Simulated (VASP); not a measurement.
# CoSi2 in VASP: notebook

CoSi2 is run at these levels: PBEsol; tasks: single point.

All numbers are computed with VASP 6.6.1; they aren't measurements. Logs are shortened: lines on timing, memory, paths and dates and some standing lists are left out, and cuts for length are marked.

### 1 The cell of the first run

The structure is cubic, space group Fm-3m (No. 225). Conventional cell: a = 5.180 Å, b = 5.180 Å, c = 5.180 Å, α = 90.00°, β = 90.00°, γ = 90.00°. Co (site symmetry m-3m) has 8 Si at 2.24 Å within 3.0 Å. Within 3.0 Å of Si (site symmetry -43m) lie 4 Co at 2.24 Å and 6 Si at 2.59 Å.

### 2 Single point, PBEsol

INCAR

```
SYSTEM = CoSi2
ALGO     = Normal         ! electronic algorithm
EDIFF    = 1E-6           ! SCF threshold, eV
ENCUT    = 520            ! plane-wave cutoff, eV
GGA      = PS             ! functional
ISIF     = 2              ! what is computed and relaxed
ISMEAR   = 0              ! smearing method
LASPH    = .TRUE.         ! aspherical terms in the spheres
LCHARG   = .TRUE.         ! write CHGCAR
LELF     = .TRUE.         ! ELF
LREAL    = .FALSE.        ! projectors in reciprocal space
LVHAR    = .TRUE.       
LWAVE    = .FALSE.        ! write WAVECAR
NBANDS   = 16             ! bands
NELM     = 80             ! most SCF steps
PREC     = Accurate       ! precision mode
SIGMA    = 0.15           ! smearing width, eV
```

KPOINTS

```
k-points
0
G
  14 14 14
  0 0 0
```

POSCAR

```
CoSi2
1.0
    0.0000000000      2.5899443453      2.5899443453
    2.5899443453      0.0000000000      2.5899443453
    2.5899443453      2.5899443453      0.0000000000
Co Si
1 2
Direct
    0.0000000000      0.0000000000      0.0000000000
    0.2500000000      0.2500000000      0.2500000000
    0.7500000000      0.7500000000      0.7500000000
```

Potentials or basis: VASP PAW PBE potentials, release 64 (Co, Si).

Command:

```console
> cat potpaw_PBE.64/Co/POTCAR potpaw_PBE.64/Si/POTCAR > POTCAR
> mpirun -np 1 vasp_std > vasp.out
```

OUTCAR:

```text
SYSTEM = CoSi2
   EDIFF = 1E-6
   ENCUT = 520
   GGA = PS
   ISIF = 2
   ISMEAR = 0
   LASPH = .TRUE.
   LREAL = .FALSE.
   NELM = 80
   PREC = Accurate

 ion  position               nearest neighbor table
   1  0.000  0.000  0.000-   3 2.24   3 2.24   3 2.24   2 2.24   3 2.24   2 2.24   2 2.24   2 2.24

   2  0.250  0.250  0.250-   1 2.24   1 2.24   1 2.24   1 2.24   3 2.59   3 2.59   3 2.59   3 2.59
                             3 2.59   3 2.59
   3  0.750  0.750  0.750-   1 2.24   1 2.24   1 2.24   1 2.24   2 2.59   2 2.59   2 2.59   2 2.59
                             2 2.59   2 2.59

  LATTYP: Found a face centered cubic cell.
 ALAT       =     5.1798886906

  Lattice vectors:

 A1 = (   0.0000000000,   2.5899443453,   2.5899443453)
 A2 = (   2.5899443453,   0.0000000000,   2.5899443453)
 A3 = (   2.5899443453,   2.5899443453,   0.0000000000)

Analysis of symmetry for initial positions (statically):
=====================================================================
 Subroutine PRICEL returns:
 Original cell was already a primitive cell.

 Routine SETGRP: Setting up the symmetry group for a
 face centered cubic supercell.

 Subroutine GETGRP returns: Found 48 space group operations
 (whereof 48 operations were pure point group operations)
 out of a pool of 48 trial point group operations.

The static configuration has the point symmetry O_h .

Analysis of symmetry for dynamics (positions and initial velocities):
=====================================================================
 Subroutine PRICEL returns:
 Original cell was already a primitive cell.

 Routine SETGRP: Setting up the symmetry group for a
 face centered cubic supercell.

 Subroutine GETGRP returns: Found 48 space group operations
 (whereof 48 operations were pure point group operations)
 out of a pool of 48 trial point group operations.

The dynamic configuration has the point symmetry O_h .

 Subroutine INISYM returns: Found 48 space group operations
 (whereof 48 operations are pure point group operations),
 and found     1 'primitive' translations

----------------------------------------------------------------------------------------

                                     Primitive cell

  volume of cell :      34.7457

  direct lattice vectors                    reciprocal lattice vectors
     0.000000000  2.589944345  2.589944345    -0.193054341  0.193054341  0.193054341
     2.589944345  0.000000000  2.589944345     0.193054341 -0.193054341  0.193054341
     2.589944345  2.589944345  0.000000000     0.193054341  0.193054341 -0.193054341

  length of vectors
     3.662734419  3.662734419  3.662734419     0.334379928  0.334379928  0.334379928

  position of ions in fractional coordinates (direct lattice)
     0.000000000  0.000000000  0.000000000
     0.250000000  0.250000000  0.250000000
     0.750000000  0.750000000  0.750000000

  ion indices of the primitive-cell ions
   primitive index   ion index
                 1           1
                 2           2
                 3           3

----------------------------------------------------------------------------------------

 KPOINTS: k-points

Automatic generation of k-mesh.
 Grid dimensions read from file:
 generate k-points for:   14   14   14

 Generating k-lattice:

  Cartesian coordinates                     Fractional coordinates (reciprocal lattice)
    -0.013789596  0.013789596  0.013789596     0.071428571  0.000000000  0.000000000
     0.013789596 -0.013789596  0.013789596     0.000000000  0.071428571  0.000000000
     0.013789596  0.013789596 -0.013789596     0.000000000  0.000000000  0.071428571

  Length of vectors
     0.023884281  0.023884281  0.023884281

  Shift w.r.t. Gamma in fractional coordinates (k-lattice)
     0.000000000  0.000000000  0.000000000

 Subroutine IBZKPT returns following result:
 ===========================================

 Found    104 irreducible k-points:

 Following reciprocal coordinates:
            Coordinates               Weight
  0.000000  0.000000  0.000000      1.000000
  0.071429  0.000000  0.000000      8.000000
  0.142857  0.000000  0.000000      8.000000
  0.214286  0.000000  0.000000      8.000000
  0.285714  0.000000  0.000000      8.000000
  0.357143  0.000000  0.000000      8.000000
[... 16 lines left out ...]
  0.214286  0.142857  0.000000     24.000000
  0.285714  0.142857  0.000000     24.000000
 [... further k-points ...]
   k-points           NKPTS =    104   k-points in BZ     NKDIM =    104   number of bands    NBANDS=     16
   number of dos      NEDOS =    301   number of ions     NIONS =      3
   total plane-waves  NPLWV =  21952
   dimension x,y,z NGX =    28 NGY =   28 NGZ =   28
   dimension x,y,z NGXF=    56 NGYF=   56 NGZF=   56
   ions per type =               1   2
   NGX,Y,Z   is equivalent  to a cutoff of  12.71, 12.71, 12.71 a.u.
   NGXF,Y,Z  is equivalent  to a cutoff of  25.42, 25.42, 25.42 a.u.
 SYSTEM =  CoSi2
   PREC   = accura    normal or accurate (medium, high low for compatibility)
   ISTART =      0    job   : 0-new  1-cont  2-samecut
   ICHARG =      2    charge: 1-file 2-atom 10-const
   ISPIN  =      1    spin polarized calculation?
   LNONCOLLINEAR =      F non collinear calculations
   LSORBIT =      F    spin-orbit coupling
   LASPH  =      T    aspherical Exc in radial PAW
   ENCUT  =  520.0 eV  38.22 Ry    6.18 a.u.   6.81  6.81  6.81*2*pi/ulx,y,z
   NELM   =     80;   NELMIN=  2; NELMDL= -5     # of ELM steps
   EDIFF  = 0.1E-05   stopping-criterion for ELM
   LREAL  =      F    real-space projection
   EDIFFG = 0.1E-04   stopping-criterion for IOM
   NSW    =      0    number of steps for IOM
   IBRION =     -1    ionic relax: 0-MD 1-quasi-New 2-CG
   NFREE  =      0    steps in history (QN), initial steepest desc. (CG)
   ISIF   =      2    stress and relaxation
   ISYM   =      2    0-nonsym 1-usesym 2-fastsym
   POTIM  = 0.5000    time-step for ionic-motion
   TEBEG  =    0.0;   TEEND  =   0.0 temperature during run
   PSTRESS=    0.0 pullay stress
   NELECT =      17.0000    total number of electrons
   NUPDOWN=      -1.0000    fix difference up-down
   EMIN   =  10.00;   EMAX   =-10.00  energy-range for DOS
   EFERMI =   0.00;   METHOD = LEGACY
   ISMEAR =     0;   SIGMA  =   0.15  broadening in eV -4-tet -1-fermi 0-gaus
   EFERMI_NEDOS =   21; number of points for ismear=-14 and -15
   IALGO  =     38    algorithm
   IMIX   =      4    mixing-type and parameters
     AMIX     =   0.40;   BMIX     =  1.00
     AMIX_MAG =   1.60;   BMIX_MAG =  1.00
  volume/ion in A,a.u.               =      11.58        78.16
  Fermi-wavevector in a.u.,A,eV,Ry     =   1.290003  2.437752 22.641559  1.664108
  Thomas-Fermi vector in A             =   2.421861
   LORBIT       =      0    0 simple, 1 ext, 2 COOP (PROOUT), +10 PAW based schemes
   GGA     = PS    functional components
   LHFCALC =     F    Hartree Fock is set to
   AEXX    =    0.0000 exact exchange contribution
   IVDW    =     0    specifies the selected vdW correction
   LEPSILON=     F    determine dielectric tensor
   LRPA    =     F    only Hartree local field effects (RPA)
 non-spin polarized calculation
 Gauss-broadening in eV      SIGMA  =   0.15
  energy-cutoff  :      520.00
  volume of cell :       34.75
 maximum number of plane-waves:       960
   NGX = 13   NGY = 13   NGZ = 13

 number of electron      16.9999997 magnetization

 Free energy of the ion-electron system (eV)
  ---------------------------------------------------
  ext. energy  EPLUGINS =         0.00000000
  ---------------------------------------------------
  free energy    TOTEN  =       -20.84570949 eV

  energy without entropy =      -20.83555645  energy(sigma->0) =      -20.84063297

 E-fermi :  11.4155     XC(G=0): -12.3209

 val. band max:       11.3368912358   @ k =   0.4286   0.0714   0.0000
 cond. band min:      11.4211662830   @ k =   0.3571   0.0714   0.0000
 fundamental gap:      0.0842750472
 Fermi energy:        11.4155258728

 k-point     1 :       0.0000    0.0000    0.0000
  band No.  band energies     occupation
      1      -2.5138      2.00000
      2       6.8528      2.00000
      3       6.8528      2.00000
      4       6.8528      2.00000
      5       9.1425      2.00000
      6       9.1425      2.00000
[... 8 lines left out ...]
     15      17.5304      0.00000
     16      17.5304      0.00000

 k-point     2 :       0.0714    0.0000    0.0000
  band No.  band energies     occupation
      1      -2.4300      2.00000
      2       6.6828      2.00000
      3       6.8830      2.00000
      4       6.8830      2.00000
      5       9.1156      2.00000
      6       9.1156      2.00000
[... 8 lines left out ...]
     15      17.1720      0.00000
     16      17.3904      0.00000

 k-point     3 :       0.1429    0.0000    0.0000
  band No.  band energies     occupation
      1      -2.1798      2.00000
      2       6.2002      2.00000
      3       6.9673      2.00000
      4       6.9673      2.00000
      5       9.0521      2.00000
      6       9.0521      2.00000
[... 8 lines left out ...]
     15      16.9776      0.00000
     16      17.8693      0.00000

 k-point     4 :       0.2143    0.0000    0.0000
  band No.  band energies     occupation
      1      -1.7671      2.00000
      2       5.4628      2.00000
      3       7.0857      2.00000
      4       7.0857      2.00000
      5       8.9976      2.00000
      6       8.9976      2.00000
[... 8 lines left out ...]
     15      17.8063      0.00000
     16      19.0056      0.00000
[... 324 lines left out ...]
 k-point    22 :       0.1429    0.1429    0.0000
  band No.  band energies     occupation
      1      -2.0685      2.00000
      2       6.3018      2.00000
      3       6.8902      2.00000
      4       6.8902      2.00000
      5       8.6915      2.00000
      6       9.2647      2.00000
[... 8 lines left out ...]
     15      18.2315      0.00000
     16      18.2315      0.00000

 k-point    23 :       0.2143    0.1429    0.0000
  band No.  band energies     occupation
      1      -1.7654      2.00000
      2       5.8923      2.00000
      3       6.9368      2.00000
      4       6.9756      2.00000
      5       8.4528      2.00000
      6       9.3102      2.00000
[... 8 lines left out ...]
     15      19.1115      0.00000
     16      19.3170      0.00000

 k-point    24 :       0.2857    0.1429    0.0000
  band No.  band energies     occupation
      1      -1.3028      2.00000
      2       5.2098      2.00000
      3       7.0222      2.00000
      4       7.0860      2.00000
      5       8.2637      2.00000
      6       9.3572      2.00000
[... 8 lines left out ...]
     15      20.1565      0.00000
     16      20.5774      0.00000

 [... further k-points ...]

------------------------ aborting loop because EDIFF is reached ----------------------------------------

  FORCE on cell =-STRESS in cart. coord.  units (eV):
  Direction    XX          YY          ZZ          XY          YZ          ZX
  --------------------------------------------------------------------------------------
  -------------------------------------------------------------------------------------
  Total        3.8131914      3.8131914      3.8131914      0.0000000      0.0000000      0.0000000
  in kB      175.8319914    175.8319914    175.8319914      0.0000000      0.0000000      0.0000000
  external PRESSURE =     175.8319914 kB  Pullay stress =       0.0000000 kB

 VOLUME and BASIS-vectors are now :
 -----------------------------------------------------------------------------
  energy-cutoff  :      520.00
  volume of cell :       34.75
      direct lattice vectors                 reciprocal lattice vectors
     0.000000000  2.589944345  2.589944345    -0.193054341  0.193054341  0.193054341
     2.589944345  0.000000000  2.589944345     0.193054341 -0.193054341  0.193054341
     2.589944345  2.589944345  0.000000000     0.193054341  0.193054341 -0.193054341

 POSITION                                       TOTAL-FORCE (eV/Angst)
 -----------------------------------------------------------------------------------
      0.00000      0.00000      0.00000        -0.000000     -0.000000     -0.000000
      1.29497      1.29497      1.29497        -0.000000     -0.000000     -0.000000
      3.88492      3.88492      3.88492         0.000000      0.000000      0.000000
 -----------------------------------------------------------------------------------
    total drift:                               -0.000000     -0.000000      0.000000

  FREE ENERGIE OF THE ION-ELECTRON SYSTEM (eV)
  ---------------------------------------------------
  free  energy   TOTEN  =       -20.8457094865 eV

  energy  without entropy=      -20.8355564507  energy(sigma->0) =      -20.84063297
```

Run time: 35 s. Hardware: 1 thread of AMD EPYC 9R45 (Zen 5), shared host; peak memory 0.16 GiB.

What came out:

| Item | Value |
| --- | --- |
| Free energy | -20.8457 eV |
| Pressure | 17.6 GPa |
| Band gap on the k mesh | zero (an odd number of electrons rules out a gap without spin polarisation) |

Caveat: the cell stands under pressure; the PAW data sets were made with another functional, which shifts forces and pressure a little; an odd number of electrons without spin polarisation forces a metal; a magnetic or distorted state may lie lower. Spin polarisation is off, so any magnetic state and its effect on volume and gap are missing.

[end of part 1 of 2]

The gap in the log of VASP goes by the Fermi energy; the results here count the filled bands.